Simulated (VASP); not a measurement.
# Hf (P6/mmm) in VASP: a series of runs, part 2 of 2

VASP 6.6.1.

### Step 3. Relaxation of shape and atoms at fixed volume, PBEsol (13.68 Å³/atom)

This run uses another cell than the first one, of 13.68 Å³/atom.

INCAR

```
ALGO = Fast ; EDIFF = 1E-7
EDIFFG = -0.01 ; ENCUT = 600
GGA = PS ; IBRION = 2
ISIF = 4 ; ISMEAR = 0
LASPH = T ; LCHARG = F
LREAL = F ; LWAVE = F
NELM = 100 ; NSW = 60
PREC = Accurate ; SIGMA = 0.05
```

KPOINTS

```
k-points
0
Gamma
  12 12 16
```

POSCAR

```
Hf
1.0
    4.2459611069      0.0000000000      0.0000000000
   -2.1229805535      3.6771101820      0.0000000000
    0.0000000000      0.0000000000      2.6288672273
Hf
3
Direct
    0.6666666667      0.3333333333      0.5000000000
    0.3333333333      0.6666666667      0.5000000000
    0.0000000000      0.0000000000      0.0000000000
```

Potentials or basis: VASP PAW PBE potentials, release 64 (Hf_pv).

On the command line:

```bash
$ cat potpaw_PBE.64/Hf_pv/POTCAR > POTCAR
$ mpirun -np 1 vasp_std > vasp.out
```

OUTCAR:

```text
EDIFF = 1E-7
   EDIFFG = -0.01
   ENCUT = 600
   GGA = PS
   IBRION = 2
   ISIF = 4
   ISMEAR = 0
   LASPH = T
   LREAL = F
   NELM = 100
   NSW = 60
   PREC = Accurate

 ion  position               nearest neighbor table
   1  0.667  0.333  0.500-   2 2.45   2 2.45   2 2.45   3 2.78   3 2.78   3 2.78   3 2.78   3 2.78
                             3 2.78   2 3.59   2 3.59   2 3.59   2 3.59   2 3.59   2 3.59
   2  0.333  0.667  0.500-   1 2.45   1 2.45   1 2.45   3 2.78   3 2.78   3 2.78   3 2.78   3 2.78
                             3 2.78   1 3.59   1 3.59   1 3.59   1 3.59   1 3.59   1 3.59
   3  0.000  0.000  0.000-   1 2.78   2 2.78   1 2.78   2 2.78   2 2.78   2 2.78   1 2.78   1 2.78
                             1 2.78   1 2.78   2 2.78   2 2.78

  LATTYP: Found a hexagonal cell.
 ALAT       =     4.2459611069
 C/A-ratio  =     0.6191453857

  Lattice vectors:

 A1 = (   4.2459611069,   0.0000000000,   0.0000000000)
 A2 = (  -2.1229805535,   3.6771101820,   0.0000000000)
 A3 = (   0.0000000000,   0.0000000000,   2.6288672273)

Analysis of symmetry for initial positions (statically):
=====================================================================
 Subroutine PRICEL returns:
 Original cell was already a primitive cell.

 Routine SETGRP: Setting up the symmetry group for a
 hexagonal supercell.

 Subroutine GETGRP returns: Found 24 space group operations
 (whereof 24 operations were pure point group operations)
 out of a pool of 24 trial point group operations.

The static configuration has the point symmetry D_6h.

Analysis of symmetry for dynamics (positions and initial velocities):
=====================================================================
 Subroutine PRICEL returns:
 Original cell was already a primitive cell.

 Routine SETGRP: Setting up the symmetry group for a
 hexagonal supercell.

 Subroutine GETGRP returns: Found 24 space group operations
 (whereof 24 operations were pure point group operations)
 out of a pool of 24 trial point group operations.

The dynamic configuration has the point symmetry D_6h.
[... 126 lines left out ...]
   GGA     = PS    functional components
   LHFCALC =     F    Hartree Fock is set to
   AEXX    =    0.0000 exact exchange contribution
   IVDW    =     0    specifies the selected vdW correction
   LEPSILON=     F    determine dielectric tensor
   LRPA    =     F    only Hartree local field effects (RPA)
 conjugate gradient relaxation of ions
 non-spin polarized calculation
 RMM-DIIS sequential band-by-band and
 Gauss-broadening in eV      SIGMA  =   0.05
  energy-cutoff  :      600.00
  volume of cell :       41.04
 maximum number of plane-waves:      1402
 NGX is ok and might be reduce to    36
   NGX = 17   NGY = 17   NGZ = 11

--------------------------------------- Ionic step        1  -------------------------------------------

 number of electron      30.0000001 magnetization

 Free energy of the ion-electron system (eV)
  ---------------------------------------------------
  ext. energy  EPLUGINS =         0.00000000
  ---------------------------------------------------
  free energy    TOTEN  =       -25.68895749 eV

  energy without entropy =      -25.68526420  energy(sigma->0) =      -25.68711085

------------------------ aborting loop because EDIFF is reached ----------------------------------------

  FORCE on cell =-STRESS in cart. coord.  units (eV):
  Direction    XX          YY          ZZ          XY          YZ          ZX
  --------------------------------------------------------------------------------------
  -------------------------------------------------------------------------------------
  Total       28.9276841     28.9276841     28.5332808     -0.0000000     -0.0000000     -0.0000000
  in kB     1129.2053848   1129.2053848   1113.8096733     -0.0000000     -0.0000000     -0.0000000
  external PRESSURE =    1124.0734810 kB  Pullay stress =       0.0000000 kB
[... 61 lines left out ...]
--------------------------------------- Ionic step        3  -------------------------------------------

 number of electron      30.0000000 magnetization

 Free energy of the ion-electron system (eV)
  ---------------------------------------------------
  ext. energy  EPLUGINS =         0.00000000
  ---------------------------------------------------
  free energy    TOTEN  =       -25.68942946 eV

  energy without entropy =      -25.68576519  energy(sigma->0) =      -25.68759733

 E-fermi :   8.3848     XC(G=0): -13.8546

 val. band max:        8.3783064921   @ k =   0.3333   0.0833   0.0625
 cond. band min:       8.3848248048   @ k =   0.3333   0.1667   0.3125
 fundamental gap:      0.0065183127
 Fermi energy:         8.3848069318

 k-point     1 :       0.0000    0.0000    0.0000
  band No.  band energies     occupation
      1     -22.5859      2.00000
      2     -22.5859      2.00000
      3     -21.9532      2.00000
      4     -21.9532      2.00000
      5     -20.5540      2.00000
      6     -19.6722      2.00000
[... 505 lines left out ...]
      6     -20.3622      2.00000
[... 11 lines left out ...]
     18      10.1599      0.00000
     19      11.6309      0.00000

 [... further k-points ...]
[... 5 lines left out ...]
  --------------------------------------------------------------------------------------
  -------------------------------------------------------------------------------------
  Total       28.7540515     28.7540515     28.7514604     -0.0000000     -0.0000000      0.0000000
  in kB     1122.4275586   1122.4275586   1122.3264122     -0.0000000     -0.0000000      0.0000000
  external PRESSURE =    1122.3938431 kB  Pullay stress =       0.0000000 kB
[... 18 lines left out ...]
  FREE ENERGIE OF THE ION-ELECTRON SYSTEM (eV)
  ---------------------------------------------------
  free  energy   TOTEN  =       -25.6894294609 eV

  energy  without entropy=      -25.6857651912  energy(sigma->0) =      -25.68759733

 reached required accuracy - stopping structural energy minimisation
```

It took 3.1 min on 1 thread of Intel Xeon Platinum 8488C (Sapphire Rapids), shared host; peak memory 0.28 GiB.

What came out:

* Free energy: -25.6894 eV
* Energy gained by relaxing: 0.2 meV/atom
* Ionic steps: 3
* Pressure after relaxing: 112.2 GPa
* Band gap on the k mesh: zero (bands 15 and 16 overlap by 1.51 eV)

Step by step:
| step | energy change (eV) | largest force (eV/Å) | pressure (GPa) | volume (Å³) |
| --- | --- | --- | --- | --- |
| 1 | 0.0000 | 0.0000 | 112.41 | 41.04 |
| 2 | -0.0002 | 0.0000 | 112.11 | 41.04 |
| 3 | -0.0005 | 0.0000 | 112.24 | 41.04 |

Final structure:
```
Hf
1.0
     4.25107    0.00000    0.00000
    -2.12553    3.68153    0.00000
     0.00000    0.00000    2.62255
Hf
3
Cartesian
  2.1255 1.2272 1.3113
  0.0000 2.4544 1.3113
  -2.1255 3.6815 0.0000
```

Levels at points of the mesh, in eV from the Fermi level:
| k point | band 13 | band 14 | band 15 | band 16 | band 17 | band 18 |
| --- | --- | --- | --- | --- | --- | --- |
| (0.00, 0.00, 0.00) | -0.06 | -0.06 | 0.17 | 0.17 | 1.25 | 2.85 |
| (0.50, 0.00, 0.00) | -1.55 | -1.34 | -0.78 | -0.28 | 1.31 | 1.82 |
| (0.00, 0.00, 0.50) | -3.41 | -2.34 | -0.79 | 1.89 | 1.89 | 3.71 |
| (0.50, 0.00, 0.50) | -3.10 | -1.33 | -0.30 | -0.10 | 1.64 | 3.41 |

Caveat: the PAW data sets were made with another functional, which shifts forces and pressure a little; spin-orbit coupling is left out, which moves the levels of the heavy elements.

### Step 4. Single point, PBEsol (17.10 Å³/atom)

This run uses another cell than the first one, of 17.10 Å³/atom.

INCAR

```
SYSTEM = Hf
  PREC = Accurate
  ENCUT = 520
  EDIFF = 1E-6
  ISMEAR = 0
  SIGMA = 0.05
  LREAL = .False.
  LASPH = .True.
  NELM = 60
  ALGO = Fast
  ISIF = 2
  LWAVE = .False.
  LCHARG = .False.
  GGA = PS
  NBANDS = 22
```

KPOINTS

```
Automatic mesh
0
Gamma
  10 10 14
  0 0 0
```

POSCAR

```
Hf
1.0
    4.5631615826      0.0000000000      0.0000000000
   -2.2815807913      3.9518138521      0.0000000000
    0.0000000000      0.0000000000      2.8451095520
Hf
3
Direct
    0.6666666667      0.3333333333      0.5000000000
    0.3333333333      0.6666666667      0.5000000000
    0.0000000000      0.0000000000      0.0000000000
```

On the command line:

```bash
$ cat potpaw_PBE.64/Hf_pv/POTCAR > POTCAR
$ mpirun -np 1 vasp_std > vasp.out
```

Wall time 43 s (1 thread of Intel Xeon 6975P-C (Granite Rapids), shared host); peak memory 0.24 GiB.

It converged, with:

```
Free energy            : -30.1530 eV
Pressure               : 37.6 GPa
Band gap on the k mesh : zero (bands 15 and 16 overlap by 1.06 eV)
```

Stress tensor (GPa, compression positive):
```
37.48  0.00  0.00
 0.00 37.48  0.00
 0.00  0.00 37.73
```

Levels at points of the mesh, in eV from the Fermi level:
| k point | band 11 | band 12 | band 13 | band 14 | band 15 | band 16 | band 17 | band 18 | band 19 | band 20 |
| --- | --- | --- | --- | --- | --- | --- | --- | --- | --- | --- |
| (0.00, 0.00, 0.00) | -3.55 | -0.64 | -0.50 | -0.50 | -0.42 | -0.42 | 1.25 | 2.49 | 2.49 | 3.35 |
| (0.50, 0.00, 0.00) | -4.52 | -4.41 | -0.92 | -0.92 | -0.66 | -0.06 | 1.03 | 1.59 | 2.47 | 3.60 |
| (0.00, 0.00, 0.50) | -3.79 | -3.10 | -2.68 | -2.68 | -1.84 | 1.60 | 1.60 | 2.76 | 2.76 | 6.75 |
| (0.50, 0.00, 0.50) | -3.47 | -2.90 | -2.21 | -1.12 | -0.58 | 0.28 | 1.28 | 1.80 | 2.40 | 4.34 |

Caveat: the cell stands under pressure; the PAW data sets were made with another functional, which shifts forces and pressure a little; spin-orbit coupling is left out, which moves the levels of the heavy elements.

### Step 5. Summary

```tsv
task	cell	k mesh	cutoff (eV)	gap on the mesh (eV)	pressure (GPa)
relaxation of shape and atoms at fixed volume	relaxed from a = 4.852, b = 4.852, c = 3.019 Å, angles 90.0, 90.0, 120.0°, 3 atoms	10 × 10 × 14	600	none	4.7
relaxation of shape and atoms at fixed volume	relaxed from a = 4.246, b = 4.246, c = 2.629 Å, angles 90.0, 90.0, 120.0°, 3 atoms	12 × 12 × 16	600	none	112.2
single point	a = 4.563, b = 4.563, c = 2.845 Å, angles 90.0, 90.0, 120.0°, 3 atoms	10 × 10 × 14	520	none	37.6
```

Alike in all rows: level PBEsol; potentials or basis VASP PAW PBE potentials, release 64 (Hf_pv); no spin polarisation; smearing gaussian 0.05 eV.

Caveats: the PAW data sets were made with another functional, which shifts forces and pressure a little; spin-orbit coupling is left out, which moves the levels of the heavy elements; the cell stands under pressure (at least some runs).

Total energies depend on the potentials used, so only differences within one code and one set of settings carry meaning.
